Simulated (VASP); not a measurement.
Here is a VASP 6.6.1 calculation.

INCAR

```
ALGO = Normal
EDIFF = 1E-7
EDIFFG = -0.08
ENCUT = 600
GGA = PE
IBRION = 2
ISIF = 3
ISMEAR = 0
LASPH = T
LCHARG = F
LREAL = F
LWAVE = F
NELM = 80
NSW = 36
PREC = Accurate
SIGMA = 0.2
```

File KPOINTS:

```
k-points
0
Gamma
  3 3 3
```

Contents of POSCAR:

```
Ga2BAs3
1.0
    3.2400000000     -5.6100000000      0.0000000000
    3.2400000000      5.6100000000      0.0000000000
   -2.1598698400      0.0000000000      6.1094486000
Ga B As
4 2 6
Direct
    0.5833000000      0.4167000000      0.0000000000
    0.2500000000      0.7500000000      0.0000000000
    0.4167000000      0.5833000000      0.5000000000
    0.7500000000      0.2500000000      0.5000000000
    0.9167000000      0.0833000000      0.0000000000
    0.0833000000      0.9167000000      0.5000000000
    0.5417000000      0.7083000000      0.8750000000
    0.2083000000      0.0417000000      0.8750000000
    0.8750000000      0.3750000000      0.8750000000
    0.0417000000      0.2083000000      0.3750000000
    0.7083000000      0.5417000000      0.3750000000
    0.3750000000      0.8750000000      0.3750000000
```

Potentials or basis: VASP PAW PBE potentials, release 64 (Ga_d, B, As).

The run is started by

```console
$ cat potpaw_PBE.64/Ga_d/POTCAR potpaw_PBE.64/B/POTCAR potpaw_PBE.64/As/POTCAR > POTCAR
$ mpirun -np 1 vasp_std > vasp.out
```

Q: Estimate the space group after relaxing (to 0.1 Å).

A: Cc (No. 9).

Q: Predict the band gap on the k mesh.

A: 0.93 eV.

Final structure:
```cif
data_structure
_symmetry_space_group_name_H-M 'P 1'
_symmetry_Int_Tables_number 1
_cell_length_a 6.6741
_cell_length_b 6.6741
_cell_length_c 6.5761
_cell_angle_alpha 99.088
_cell_angle_beta 99.088
_cell_angle_gamma 120.430
_cell_volume 239.47
loop_
_atom_site_label
_atom_site_type_symbol
_atom_site_fract_x
_atom_site_fract_y
_atom_site_fract_z
_atom_site_occupancy
Ga1 Ga 0.58644 0.41340 0.00007 1
Ga2 Ga 0.24351 0.75640 0.00106 1
Ga3 Ga 0.41340 0.58644 0.50007 1
Ga4 Ga 0.75640 0.24351 0.50106 1
B1 B 0.92283 0.07228 0.99560 1
B2 B 0.07228 0.92283 0.49560 1
As1 As 0.57793 0.74590 0.89293 1
As2 As 0.16851 0.03667 0.84417 1
As3 As 0.88706 0.33907 0.89117 1
As4 As 0.03667 0.16851 0.34417 1
As5 As 0.74590 0.57793 0.39293 1
As6 As 0.33907 0.88706 0.39117 1
```

 A k mesh can miss the band edges.
